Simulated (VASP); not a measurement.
# BAs (F-43m) in VASP: a series of runs

The runs below take BAs through single point, relaxation of cell and atoms, with LDA.

Everything below comes from runs of VASP 6.6.1. Logs are shortened: lines on timing, memory, paths and dates and some standing lists are left out, and cuts for length are marked.

**1. The cell of the first run**

Symmetry: F-43m, No. 216, cubic system. The conventional cell has a = 4.739 Å, b = 4.739 Å, c = 4.739 Å, α = 90.00°, β = 90.00°, γ = 90.00°. B (site symmetry -43m) has 4 As at 2.05 Å within 2.7 Å. Within 2.7 Å of As (site symmetry -43m) lie 4 B at 2.05 Å.

**2. Single point, LDA**

Input file INCAR:

```
ALGO = Normal
EDIFF = 1E-6
ENCUT = 500
GGA_COMPAT = F
ISIF = 2
ISMEAR = 0
LASPH = T
LCHARG = F
LREAL = F
LWAVE = F
NBANDS = 11
NELM = 120
PREC = Accurate
SIGMA = 0.01
```

Input file KPOINTS:

```
k-points
0
Gamma
  4 4 4
```

Input file POSCAR:

```
BAs
1.0
    0.0000000000      2.3693116970      2.3693116970
    2.3693116970      0.0000000000      2.3693116970
    2.3693116970      2.3693116970      0.0000000000
B As
1 1
Direct
    0.0000000000      0.0000000000      0.0000000000
    0.2500000000      0.2500000000      0.2500000000
```

Potentials or basis: VASP PAW LDA potentials, release 64 (B, As).

Launch:

```sh
$ cat potpaw_LDA.64/B/POTCAR potpaw_LDA.64/As/POTCAR > POTCAR
$ mpirun -np 1 vasp_std > vasp.out
```

OUTCAR:

```text
EDIFF = 1E-6
   ENCUT = 500
   ISIF = 2
   ISMEAR = 0
   LASPH = T
   LREAL = F
   NELM = 120
   PREC = Accurate

 ion  position               nearest neighbor table
   1  0.000  0.000  0.000-   2 2.05   2 2.05   2 2.05   2 2.05
   2  0.250  0.250  0.250-   1 2.05   1 2.05   1 2.05   1 2.05

  LATTYP: Found a face centered cubic cell.
 ALAT       =     4.7386233940

  Lattice vectors:

 A1 = (   0.0000000000,   2.3693116970,   2.3693116970)
 A2 = (   2.3693116970,   0.0000000000,   2.3693116970)
 A3 = (   2.3693116970,   2.3693116970,   0.0000000000)

Analysis of symmetry for initial positions (statically):
[... 5 lines left out ...]
 face centered cubic supercell.

 Subroutine GETGRP returns: Found 24 space group operations
 (whereof 24 operations were pure point group operations)
 out of a pool of 48 trial point group operations.

The static configuration has the point symmetry T_d .

Analysis of symmetry for dynamics (positions and initial velocities):
[... 5 lines left out ...]
 face centered cubic supercell.

 Subroutine GETGRP returns: Found 24 space group operations
 (whereof 24 operations were pure point group operations)
 out of a pool of 48 trial point group operations.

The dynamic configuration has the point symmetry T_d .

 Subroutine INISYM returns: Found 24 space group operations
 (whereof 24 operations are pure point group operations),
 and found     1 'primitive' translations

----------------------------------------------------------------------------------------

                                     Primitive cell

  volume of cell :      26.6009

  direct lattice vectors                    reciprocal lattice vectors
     0.000000000  2.369311697  2.369311697    -0.211031753  0.211031753  0.211031753
     2.369311697  0.000000000  2.369311697     0.211031753 -0.211031753  0.211031753
     2.369311697  2.369311697  0.000000000     0.211031753  0.211031753 -0.211031753

  length of vectors
     3.350712735  3.350712735  3.350712735     0.365517718  0.365517718  0.365517718

  position of ions in fractional coordinates (direct lattice)
     0.000000000  0.000000000  0.000000000
     0.250000000  0.250000000  0.250000000

  ion indices of the primitive-cell ions
   primitive index   ion index
                 1           1
                 2           2

[... 57 lines left out ...]
   NSW    =      0    number of steps for IOM
   IBRION =     -1    ionic relax: 0-MD 1-quasi-New 2-CG
   NFREE  =      0    steps in history (QN), initial steepest desc. (CG)
   ISIF   =      2    stress and relaxation
   ISYM   =      2    0-nonsym 1-usesym 2-fastsym
   POTIM  = 0.5000    time-step for ionic-motion
   TEBEG  =    0.0;   TEEND  =   0.0 temperature during run
   PSTRESS=    0.0 pullay stress
   NELECT =       8.0000    total number of electrons
   NUPDOWN=      -1.0000    fix difference up-down
   EMIN   =  10.00;   EMAX   =-10.00  energy-range for DOS
   EFERMI =   0.00;   METHOD = LEGACY
   ISMEAR =     0;   SIGMA  =   0.01  broadening in eV -4-tet -1-fermi 0-gaus
   EFERMI_NEDOS =   21; number of points for ismear=-14 and -15
   IALGO  =     38    algorithm
   IMIX   =      4    mixing-type and parameters
     AMIX     =   0.40;   BMIX     =  1.00
     AMIX_MAG =   1.60;   BMIX_MAG =  1.00
  volume/ion in A,a.u.               =      13.30        89.76
  Fermi-wavevector in a.u.,A,eV,Ry     =   1.096830  2.072708 16.368297  1.203036
  Thomas-Fermi vector in A             =   2.233179
   LORBIT       =      0    0 simple, 1 ext, 2 COOP (PROOUT), +10 PAW based schemes
   GGA     = CA    functional components
   LHFCALC =     F    Hartree Fock is set to
   AEXX    =    0.0000 exact exchange contribution
   IVDW    =     0    specifies the selected vdW correction
   LEPSILON=     F    determine dielectric tensor
   LRPA    =     F    only Hartree local field effects (RPA)
 non-spin polarized calculation
 Gauss-broadening in eV      SIGMA  =   0.01
  energy-cutoff  :      500.00
  volume of cell :       26.60
 maximum number of plane-waves:       692
   NGX = 13   NGY = 13   NGZ = 13

 number of electron       8.0000001 magnetization

 Free energy of the ion-electron system (eV)
  ---------------------------------------------------
  ext. energy  EPLUGINS =         0.00000000
  ---------------------------------------------------
  free energy    TOTEN  =       -12.74427448 eV

  energy without entropy =      -12.74427448  energy(sigma->0) =      -12.74427448

 E-fermi :   6.5733     XC(G=0): -10.8730

 val. band max:        6.4736573479   @ k =   0.0000   0.0000   0.0000
 cond. band min:       7.7657221708   @ k =   0.5000   0.5000   0.0000
 fundamental gap:      1.2920648228
 Fermi energy:         6.5732886645

 k-point     1 :       0.0000    0.0000    0.0000
  band No.  band energies     occupation
      1      -9.1402      2.00000
      2       6.4737      2.00000
      3       6.4737      2.00000
      4       6.4737      2.00000
      5       9.7358      0.00000
      6       9.7358      0.00000
      7       9.7358      0.00000
      8      11.4758      0.00000
      9      15.9206      0.00000
     10      19.5810      0.00000
     11      19.5810      0.00000
[... 85 lines left out ...]
 k-point     8 :      -0.2500    0.5000    0.2500
  band No.  band energies     occupation
      1      -4.6979      2.00000
      2      -1.5808      2.00000
      3       0.7960      2.00000
      4       1.0998      2.00000
      5      11.6352      0.00000
      6      12.4652      0.00000
      7      13.1919      0.00000
      8      13.6449      0.00000
      9      18.8018      0.00000
     10      22.1732      0.00000
     11      22.2159      0.00000

------------------------ aborting loop because EDIFF is reached ----------------------------------------

  FORCE on cell =-STRESS in cart. coord.  units (eV):
  Direction    XX          YY          ZZ          XY          YZ          ZX
  --------------------------------------------------------------------------------------
  -------------------------------------------------------------------------------------
  Total        0.1582775      0.1582775      0.1582775     -0.0000000     -0.0000000      0.0000000
  in kB        9.5330779      9.5330779      9.5330779     -0.0000000     -0.0000000      0.0000000
  external PRESSURE =       9.5330779 kB  Pullay stress =       0.0000000 kB

 VOLUME and BASIS-vectors are now :
 -----------------------------------------------------------------------------
  energy-cutoff  :      500.00
  volume of cell :       26.60
      direct lattice vectors                 reciprocal lattice vectors
     0.000000000  2.369311697  2.369311697    -0.211031753  0.211031753  0.211031753
     2.369311697  0.000000000  2.369311697     0.211031753 -0.211031753  0.211031753
     2.369311697  2.369311697  0.000000000     0.211031753  0.211031753 -0.211031753

 POSITION                                       TOTAL-FORCE (eV/Angst)
 -----------------------------------------------------------------------------------
      0.00000      0.00000      0.00000        -0.000000     -0.000000     -0.000000
      1.18466      1.18466      1.18466         0.000000      0.000000      0.000000
 -----------------------------------------------------------------------------------
    total drift:                                0.000000      0.000000      0.000000

  FREE ENERGIE OF THE ION-ELECTRON SYSTEM (eV)
  ---------------------------------------------------
  free  energy   TOTEN  =       -12.7442744775 eV

  energy  without entropy=      -12.7442744775  energy(sigma->0) =      -12.74427448
```

stdout:

```text
POSCAR found type information on POSCAR B As
 POSCAR found :  2 types and       2 ions
 scaLAPACK will be used
 LDA part: xc-table for (Slater(with rela. corr.)+CA(PZ))
 , standard interpolation
 POSCAR, INCAR and KPOINTS ok, starting setup
 FFT: planning ... GRIDC
 FFT: planning ... GRID_SOFT
 FFT: planning ... GRID
 WAVECAR not read
 entering main loop
```

Run time: 4.7 s. Hardware: 1 thread of AMD EPYC 7R13, shared host; peak memory 0.09 GiB.

What came out:

```yaml
Free_energy: -12.7443 eV
Pressure: 1.0 GPa
Band_gap_on_the_k_mesh: 1.29 eV, indirect (least direct gap 3.26 eV)
```

Caveat: the k points lie up to 0.57 Å⁻¹ apart.

**3. Relaxation of cell and atoms, LDA**

This run uses another cell than the first one, of 13.65 Å³/atom, 1.026 times its volume.

Input file INCAR:

```
ALGO     = Normal         # electronic algorithm
EDIFF    = 1E-7           # SCF threshold, eV
EDIFFG   = -0.002         # ionic threshold
ENCUT    = 500            # plane-wave cutoff, eV
GGA      = CA             # functional
GGA_COMPAT= False        
IBRION   = 2              # ionic algorithm
ISIF     = 3              # what is computed and relaxed
ISMEAR   = 0              # smearing method
LASPH    = True           # aspherical terms in the spheres
LCHARG   = False          # write CHGCAR
LREAL    = False          # projectors in reciprocal space
LWAVE    = False          # write WAVECAR
NELM     = 120            # most SCF steps
NELMIN   = 4            
NSW      = 80             # ionic steps
PREC     = Accurate       # precision mode
SIGMA    = 0.01           # smearing width, eV
```

KPOINTS is that of step 2.

Input file POSCAR:

```
BAs
1.0
    0.0000000000      2.3900000000      2.3900000000
    2.3900000000      0.0000000000      2.3900000000
    2.3900000000      2.3900000000      0.0000000000
B As
1 1
Direct
    0.0000000000      0.0000000000      0.0000000000
    0.2500000000      0.2500000000      0.2500000000
```

Potentials or basis: VASP PAW LDA potentials, release 64 (B, As).

Launch:

```sh
$ cat potpaw_LDA.64/B/POTCAR potpaw_LDA.64/As/POTCAR > POTCAR
$ mpirun -np 1 vasp_std > vasp.out
```

Run time: 8.8 s. Hardware: 1 thread of AMD EPYC 7R13, shared host; peak memory 0.11 GiB.

The run converged. Its results:

```yaml
Free_energy: -12.7450 eV
Relaxed_volume: 13.39 Å³/atom
Relaxed_cell: a = 3.358 Å, b = 3.358 Å, c = 3.358 Å, α = 60.00°, β = 60.00°, γ = 60.00°
Space_group_after_relaxing_to_0.05_Å: F-43m (No. 216)
Energy_gained_by_relaxing: 2.3 meV/atom
Ionic_steps: 3
Pressure_after_relaxing: 0.0 GPa
Band_gap_on_the_k_mesh: 1.30 eV, indirect (least direct gap 3.25 eV)
```

The path:
| step | energy change (eV) | largest force (eV/Å) | pressure (GPa) | volume (Å³) |
| --- | --- | --- | --- | --- |
| 1 | 0.0000 | 0.0000 | -2.78 | 27.30 |
| 2 | -0.0020 | 0.0000 | 2.25 | 26.38 |
| 3 | -0.0047 | 0.0000 | -0.01 | 26.77 |

Final structure:
```xyz
2
Lattice="0.0000 2.3744 2.3744 2.3744 0.0000 2.3744 2.3744 2.3744 0.0000" Properties=species:S:1:pos:R:3 pbc="T T T"
B     0.0000    0.0000    0.0000
As    1.1872    1.1872    1.1872
```

Levels at points of the mesh, in eV from the valence-band top:
```csv
k point,band 1,band 2,band 3,band 4,band 5,band 6,band 7,band 8
"(0.00, 0.00, 0.00)",-15.55,0.00,0.00,0.00,3.25,3.25,3.25,4.92
"(0.50, 0.00, 0.00)",-12.63,-8.90,-1.85,-1.85,2.79,4.75,4.75,8.70
"(0.50, 0.50, 0.00)",-11.32,-8.54,-4.16,-4.16,1.30,1.37,11.40,11.40
```

Caveat: the k points lie up to 0.57 Å⁻¹ apart in the final cell. A k mesh can miss the band edges.
